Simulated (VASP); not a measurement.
Write the native input for VASP 6.6.1 that does the following.

- Task: single point
- Functional: PBEsol
- Potentials or basis: VASP PAW PBE potentials, release 64 (In_d, Sb)
- Cutoff: 520 eV
- k mesh: 12 × 12 × 12
- Occupations: gaussian, width 0.15 eV
- Spin: no spin polarisation
- Dipole correction: no
- Further INCAR settings: ALGO = Normal; EDIFF = 1e-07; NBANDS = 16

The structure of InSb lies in POSCAR:

```
InSb
1.0
    0.0000000000      3.2876865000      3.2391000000
    3.2876865000      0.0000000000      3.2391000000
    3.2876865000      3.2876865000      0.0000000000
In Sb
1 1
Direct
    0.0000000000      0.0000000000      0.0000000000
    0.7500000000      0.7500000000      0.7500000000
```

This cell differs from its parent crystal: strain +0.015 along x and y, +0.000 along z.

These files were run (other wordings do the same):

INCAR

```
SYSTEM = InSb
  ALGO = Normal
  EDIFF = 1E-7
  ENCUT = 520
  GGA = PS
  ISIF = 2
  ISMEAR = 0
  LASPH = .TRUE.
  LCHARG = .FALSE.
  LREAL = .FALSE.
  LWAVE = .FALSE.
  NBANDS = 16
  NELM = 100
  PREC = Accurate
  SIGMA = 0.15
```

KPOINTS

```
k-points
0
G
  12 12 12
  0 0 0
```

Potentials or basis: VASP PAW PBE potentials, release 64 (In_d, Sb).

The run is started by

```bash
$ cat potpaw_PBE.64/In_d/POTCAR potpaw_PBE.64/Sb/POTCAR > POTCAR
$ mpirun -np 1 vasp_std > vasp.out
```

It gave:

```yaml
Pressure: -0.4 GPa
```

Caveat: the cell differs from its parent crystal (strain +0.015 along x and y, +0.000 along z); the PAW data sets were made with another functional, which shifts forces and pressure a little.

Wall time 4.9 min on 1 thread of Intel Xeon 8259CL, on a shared host, peak memory 0.34 GiB.
